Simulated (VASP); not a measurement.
BiTe, 2 atoms in the cell. It takes space group Fm-3m (No. 225, cubic). Conventional cell: a = 6.470 Å, b = 6.470 Å, c = 6.470 Å, α = 90.00°, β = 90.00°, γ = 90.00°. Bi (site symmetry m-3m) has 6 Te at 3.23 Å within 4.3 Å. Te (site symmetry m-3m) has 6 Bi at 3.23 Å within 4.3 Å. 

```yaml
Program: VASP 6.6.1
Task: single point
Functional: PBE0
Potentials_or_basis: VASP PAW PBE potentials, release 64 (Bi_d, Te)
Cutoff: 520 eV
k_mesh: 4 × 4 × 4
Occupations: fermi-dirac, width 0.05 eV
Spin: no spin polarisation
Dipole_correction: no
Grid_for_exact_exchange_PRECFOCK: Normal
Further_INCAR_settings: ALGO = Normal; EDIFF = 1e-06; NBANDS = 18
Share_of_exact_exchange: 0.25
```

Potentials or basis: VASP PAW PBE potentials, release 64 (Bi_d, Te).

Launch:

```bash
$ cat potpaw_PBE.64/Bi_d/POTCAR potpaw_PBE.64/Te/POTCAR > POTCAR
$ cp INCAR.step1 INCAR
$ mpirun -np 1 vasp_std > vasp.out
$ cp INCAR.step2 INCAR
$ mpirun -np 1 vasp_std > vasp.out
```

Hardware: 1 thread of AMD EPYC 7R43 64-Core Processor (Zen 3) (shared host).

**Question.** How long does it take, and how much memory?

**Answer.** Run time: 17 min on 1 thread of AMD EPYC 7R43 64-Core Processor (Zen 3), on a shared host, peak memory 0.19 GiB. Counts: k points 8.
